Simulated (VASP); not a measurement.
# TaN (P6/mmm) in VASP: a series of runs, part 2 of 2

VASP 6.6.1. The steps go on from the part before.

### 3 Single point, LDA

This run uses another cell than the first one, of 10.96 Å³/atom, 1.042 times its volume.

File INCAR:

```
PREC = Accurate
ENCUT = 600
EDIFF = 1E-6
ISMEAR = -1
SIGMA = 0.1
LREAL = F
LASPH = T
NELM = 120
ALGO = Normal
ISIF = 2
LWAVE = F
LCHARG = F
GGA = CA
NBANDS = 36
GGA_COMPAT = F
```

File KPOINTS:

```
regular mesh
0
Gamma
  5 5 8
```

File POSCAR:

```
TaN
1.0
    5.1329717247      0.0000000000      0.0000000000
   -2.5664858623      4.4452839105      0.0000000000
    0.0000000000      0.0000000000      2.8823517394
Ta N
3 3
Direct
    0.0000000000      0.0000000000      0.0000000000
    0.3333333333      0.6666666667      0.5000000000
    0.6666666667      0.3333333333      0.5000000000
    0.5000000000      0.0000000000      0.0000000000
    0.5000000000      0.5000000000      0.0000000000
    0.0000000000      0.5000000000      0.0000000000
```

Potentials or basis: VASP PAW LDA potentials, release 64 (Ta_sv_GW, N).

Started as:

```
> cat potpaw_LDA.64/Ta_sv_GW/POTCAR potpaw_LDA.64/N/POTCAR > POTCAR
> mpirun -np 1 vasp_std > vasp.out
```

OUTCAR:

```text
PREC = Accurate
   ENCUT = 600
   EDIFF = 1E-6
   ISMEAR = -1
   LREAL = F
   LASPH = T
   NELM = 120
   ISIF = 2
   GGA = CA

 ion  position               nearest neighbor table
   1  0.000  0.000  0.000-   2 3.30   3 3.30   2 3.30   3 3.30   2 3.30   2 3.30   3 3.30   3 3.30
                             3 3.30   3 3.30   2 3.30   2 3.30
   2  0.333  0.667  0.500-   4 2.07   4 2.07   6 2.07   6 2.07   5 2.07   5 2.07   3 2.96   3 2.96
                             3 2.96   1 3.30   1 3.30   1 3.30   1 3.30   1 3.30   1 3.30
   3  0.667  0.333  0.500-   4 2.07   4 2.07   6 2.07   6 2.07   5 2.07   5 2.07   2 2.96   2 2.96
                             2 2.96   1 3.30   1 3.30   1 3.30   1 3.30   1 3.30   1 3.30
   4  0.500  0.000  0.000-   2 2.07   3 2.07   2 2.07   3 2.07
   5  0.500  0.500  0.000-   2 2.07   3 2.07   2 2.07   3 2.07
   6  0.000  0.500  0.000-   2 2.07   3 2.07   2 2.07   3 2.07

  LATTYP: Found a hexagonal cell.
 ALAT       =     5.1329717247
 C/A-ratio  =     0.5615366486

  Lattice vectors:

 A1 = (   5.1329717247,   0.0000000000,   0.0000000000)
 A2 = (  -2.5664858623,   4.4452839105,   0.0000000000)
 A3 = (   0.0000000000,   0.0000000000,   2.8823517394)

Analysis of symmetry for initial positions (statically):
=====================================================================
 Subroutine PRICEL returns:
 Original cell was already a primitive cell.

 Routine SETGRP: Setting up the symmetry group for a
 hexagonal supercell.

 Subroutine GETGRP returns: Found 24 space group operations
 (whereof 24 operations were pure point group operations)
 out of a pool of 24 trial point group operations.

The static configuration has the point symmetry D_6h.

Analysis of symmetry for dynamics (positions and initial velocities):
=====================================================================
 Subroutine PRICEL returns:
 Original cell was already a primitive cell.

 Routine SETGRP: Setting up the symmetry group for a
 hexagonal supercell.

 Subroutine GETGRP returns: Found 24 space group operations
 (whereof 24 operations were pure point group operations)
 out of a pool of 24 trial point group operations.

The dynamic configuration has the point symmetry D_6h.

 Subroutine INISYM returns: Found 24 space group operations
 (whereof 24 operations are pure point group operations),
 and found     1 'primitive' translations

----------------------------------------------------------------------------------------

                                     Primitive cell

  volume of cell :      65.7681

  direct lattice vectors                    reciprocal lattice vectors
     5.132971725  0.000000000  0.000000000     0.194818918  0.112478755  0.000000000
    -2.566485862  4.445283910  0.000000000     0.000000000  0.224957510  0.000000000
     0.000000000  0.000000000  2.882351739     0.000000000  0.000000000  0.346938920

  length of vectors
     5.132971725  5.132971725  2.882351739     0.224957510  0.224957510  0.346938920

  position of ions in fractional coordinates (direct lattice)
     0.000000000  0.000000000  0.000000000
     0.333333333  0.666666667  0.500000000
     0.666666667  0.333333333  0.500000000
     0.500000000  0.000000000  0.000000000
[... 37 lines left out ...]

 Following reciprocal coordinates:
            Coordinates               Weight
  0.000000  0.000000  0.000000      1.000000
  0.200000 -0.000000  0.000000      6.000000
  0.400000  0.000000  0.000000      6.000000
  0.200000  0.200000  0.000000      6.000000
  0.400000  0.200000  0.000000      6.000000
  0.000000  0.000000  0.125000      2.000000
[... 16 lines left out ...]
  0.400000  0.000000  0.500000      6.000000
  0.200000  0.200000  0.500000      6.000000
   k-points           NKPTS =     25   k-points in BZ     NKDIM =     25   number of bands    NBANDS=     36
   number of dos      NEDOS =    301   number of ions     NIONS =      6
   total plane-waves  NPLWV =  42336
   dimension x,y,z NGX =    42 NGY =   42 NGZ =   24
   dimension x,y,z NGXF=    84 NGYF=   84 NGZF=   48
   ions per type =               3   3
   NGX,Y,Z   is equivalent  to a cutoff of  13.60, 13.60, 13.84 a.u.
   NGXF,Y,Z  is equivalent  to a cutoff of  27.21, 27.21, 27.69 a.u.
 SYSTEM =  unknown system
   PREC   = accura    normal or accurate (medium, high low for compatibility)
   ISTART =      0    job   : 0-new  1-cont  2-samecut
   ICHARG =      2    charge: 1-file 2-atom 10-const
   ISPIN  =      1    spin polarized calculation?
   LNONCOLLINEAR =      F non collinear calculations
   LSORBIT =      F    spin-orbit coupling
   LASPH  =      T    aspherical Exc in radial PAW
   ENCUT  =  600.0 eV  44.10 Ry    6.64 a.u.  10.25 10.25  5.76*2*pi/ulx,y,z
   NELM   =    120;   NELMIN=  2; NELMDL= -5     # of ELM steps
   EDIFF  = 0.1E-05   stopping-criterion for ELM
   LREAL  =      F    real-space projection
   EDIFFG = 0.1E-04   stopping-criterion for IOM
   NSW    =      0    number of steps for IOM
   IBRION =     -1    ionic relax: 0-MD 1-quasi-New 2-CG
   NFREE  =      0    steps in history (QN), initial steepest desc. (CG)
   ISIF   =      2    stress and relaxation
   ISYM   =      2    0-nonsym 1-usesym 2-fastsym
   POTIM  = 0.5000    time-step for ionic-motion
   TEBEG  =    0.0;   TEEND  =   0.0 temperature during run
   PSTRESS=    0.0 pullay stress
   NELECT =      54.0000    total number of electrons
   NUPDOWN=      -1.0000    fix difference up-down
   EMIN   =  10.00;   EMAX   =-10.00  energy-range for DOS
   EFERMI =   0.00;   METHOD = LEGACY
   ISMEAR =    -1;   SIGMA  =   0.10  broadening in eV -4-tet -1-fermi 0-gaus
   EFERMI_NEDOS =   21; number of points for ismear=-14 and -15
   IALGO  =     38    algorithm
   IMIX   =      4    mixing-type and parameters
     AMIX     =   0.40;   BMIX     =  1.00
     AMIX_MAG =   1.60;   BMIX_MAG =  1.00
  volume/ion in A,a.u.               =      10.96        73.97
  Fermi-wavevector in a.u.,A,eV,Ry     =   1.532972  2.896898 31.973745  2.350004
  Thomas-Fermi vector in A             =   2.640104
   LORBIT       =      0    0 simple, 1 ext, 2 COOP (PROOUT), +10 PAW based schemes
   GGA     = CA    functional components
   LHFCALC =     F    Hartree Fock is set to
   AEXX    =    0.0000 exact exchange contribution
   IVDW    =     0    specifies the selected vdW correction
   LEPSILON=     F    determine dielectric tensor
   LRPA    =     F    only Hartree local field effects (RPA)
 non-spin polarized calculation
  energy-cutoff  :      600.00
  volume of cell :       65.77
 maximum number of plane-waves:      2225
 NGX is ok and might be reduce to    42
   NGX = 21   NGY = 21   NGZ = 11

 number of electron      54.0000000 magnetization

 Free energy of the ion-electron system (eV)
  ---------------------------------------------------
  ext. energy  EPLUGINS =         0.00000000
  ---------------------------------------------------
  free energy    TOTEN  =       -78.89866669 eV

  energy without entropy =      -78.86900114  energy(sigma->0) =      -78.88383392

 E-fermi :  12.3787     XC(G=0): -13.8285

 val. band max:       12.3384363674   @ k =   0.2000  -0.0000   0.3750
 cond. band min:      12.3820629649   @ k =   0.0000   0.0000   0.3750
 fundamental gap:      0.0436265975
 Fermi energy:        12.3786555751

 k-point     1 :       0.0000    0.0000    0.0000
  band No.  band energies     occupation
      1     -56.4409      2.00000
      2     -56.3831      2.00000
      3     -56.1134      2.00000
      4     -23.6224      2.00000
      5     -23.6224      2.00000
      6     -23.1907      2.00000
[... 925 lines left out ...]
     35      16.4592      0.00000
     36      17.9595      0.00000

 [... further k-points ...]

------------------------ aborting loop because EDIFF is reached ----------------------------------------

  FORCE on cell =-STRESS in cart. coord.  units (eV):
  Direction    XX          YY          ZZ          XY          YZ          ZX
  --------------------------------------------------------------------------------------
  -------------------------------------------------------------------------------------
  Total        2.4524097      2.4524097      2.7079358      0.0000000     -0.0000000      0.0000000
  in kB       59.7431693     59.7431693     65.9680418      0.0000000     -0.0000000      0.0000000
  external PRESSURE =      61.8181268 kB  Pullay stress =       0.0000000 kB

 VOLUME and BASIS-vectors are now :
 -----------------------------------------------------------------------------
  energy-cutoff  :      600.00
  volume of cell :       65.77
      direct lattice vectors                 reciprocal lattice vectors
     5.132971725  0.000000000  0.000000000     0.194818918  0.112478755  0.000000000
    -2.566485862  4.445283910  0.000000000     0.000000000  0.224957510  0.000000000
     0.000000000  0.000000000  2.882351739     0.000000000  0.000000000  0.346938920

 POSITION                                       TOTAL-FORCE (eV/Angst)
 -----------------------------------------------------------------------------------
      0.00000      0.00000      0.00000         0.000000      0.000000      0.000000
     -0.00000      2.96352      1.44118        -0.000000      0.000000      0.000000
      2.56649      1.48176      1.44118         0.000000     -0.000000      0.000000
      2.56649      0.00000      0.00000         0.000000      0.000000      0.000000
      1.28324      2.22264      0.00000         0.000000      0.000000      0.000000
     -1.28324      2.22264      0.00000         0.000000      0.000000      0.000000
 -----------------------------------------------------------------------------------
    total drift:                               -0.000000      0.000000     -0.000000

  FREE ENERGIE OF THE ION-ELECTRON SYSTEM (eV)
  ---------------------------------------------------
  free  energy   TOTEN  =       -78.8986666934 eV

  energy  without entropy=      -78.8690011379  energy(sigma->0) =      -78.88383392
```

OSZICAR:

```text
N       E                     dE             d eps       ncg     rms          rms(c)
DAV:   1     0.475795406024E+03    0.47580E+03   -0.36167E+04  1800   0.171E+03
DAV:   2    -0.591400813461E+02   -0.53494E+03   -0.52398E+03  2284   0.412E+02
DAV:   3    -0.920702633249E+02   -0.32930E+02   -0.32562E+02  2344   0.101E+02
[... 14 lines left out ...]
DAV:  18    -0.788989826522E+02    0.71058E-03   -0.11767E-03  2272   0.149E-01    0.195E+00
DAV:  19    -0.788987023974E+02    0.28025E-03   -0.60535E-04  2152   0.118E-01    0.465E-01
DAV:  20    -0.788986736659E+02    0.28731E-04   -0.59965E-05  2528   0.343E-02    0.161E-01
DAV:  21    -0.788986676553E+02    0.60106E-05   -0.10672E-05  2172   0.157E-02    0.119E-01
DAV:  22    -0.788986666934E+02    0.96190E-06   -0.60279E-06  2068   0.126E-02
   1 F= -.78898667E+02 E0= -.78883834E+02  d E =-.296656E-01
```

stdout:

```text
POSCAR found type information on POSCAR TaN
 POSCAR found :  2 types and       6 ions
 scaLAPACK will be used
 LDA part: xc-table for (Slater(with rela. corr.)+CA(PZ))
 , standard interpolation
 POSCAR, INCAR and KPOINTS ok, starting setup
 FFT: planning ... GRIDC
 FFT: planning ... GRID_SOFT
 FFT: planning ... GRID
 WAVECAR not read
 entering main loop
```

Wall time 1.7 min (1 thread of Intel Xeon Platinum 8259CL at 2.50GHz (Skylake/Cascade Lake), shared host); peak memory 0.21 GiB.

Results:

- Free energy: -78.8987 eV
- Pressure: 6.2 GPa
- Band gap on the k mesh: zero (band 27 reaches 13.26 eV, above the bottom of band 28 at 11.00 eV)

Stress tensor (GPa, compression positive):
```
5.97 0.00 0.00
0.00 5.97 0.00
0.00 0.00 6.60
```

Caveat: spin-orbit coupling is left out, which moves the levels of the heavy elements.
